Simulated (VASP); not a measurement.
A run of VASP 6.6.1 is set up as follows.

File INCAR:

```
SYSTEM = Au
PREC = Accurate ; ENCUT = 600
EDIFF = 1E-6 ; ISMEAR = -1
SIGMA = 0.05 ; LREAL = .FALSE.
LASPH = .TRUE. ; NELM = 60
ALGO = Normal ; ISIF = 3
LWAVE = .FALSE. ; LCHARG = .FALSE.
GGA = CA ; IBRION = 2
NSW = 60 ; EDIFFG = -0.03
PSTRESS = 200.0
```

Contents of KPOINTS:

```
Automatic mesh
0
G
  9 9 5
  0 0 0
```

File POSCAR:

```
Au
1.0
    2.9000000000      0.0000000000      0.0000000000
   -1.4500000000      2.5114740000      0.0000000000
    0.0000000000      0.0000000000      4.8800000000
Au
2
Direct
    0.3333333333      0.6666666667      0.7500000000
    0.6666666667      0.3333333333      0.2500000000
```

Potentials or basis: VASP PAW LDA potentials, release 64 (Au).

Command:

```sh
$ cat potpaw_LDA.64/Au/POTCAR > POTCAR
$ mpirun -np 1 vasp_std > vasp.out
```

Q: Estimate the band gap on the k mesh.

A: Zero (band 11 reaches 15.19 eV, above the bottom of band 12 at 8.55 eV).

Q: What does it give for the relaxed volume?

A: 15.33 Å³/atom.

Step by step:
```csv
step,energy change (eV),largest force (eV/Å),pressure (GPa),volume (Å³)
1,0.0000,0.0000,-10.54,35.54
2,7.7589,0.0000,329.15,20.81
3,0.0062,0.0000,14.59,31.25
4,0.0364,0.0000,17.30,30.95
5,0.0706,0.0000,20.09,30.65
6,0.0591,0.0000,19.20,30.75
7,0.0599,0.0000,19.26,30.73
8,0.0601,0.0000,19.30,30.73
9,0.0930,0.0000,21.85,30.47
10,0.0687,0.0000,20.01,30.66
```

Caveat: the cell is relaxed towards a set pressure, so the enthalpy falls and the energy may rise; spin-orbit coupling is left out, which moves the levels of the heavy elements. Zero-point motion and thermal expansion aren't in these numbers.
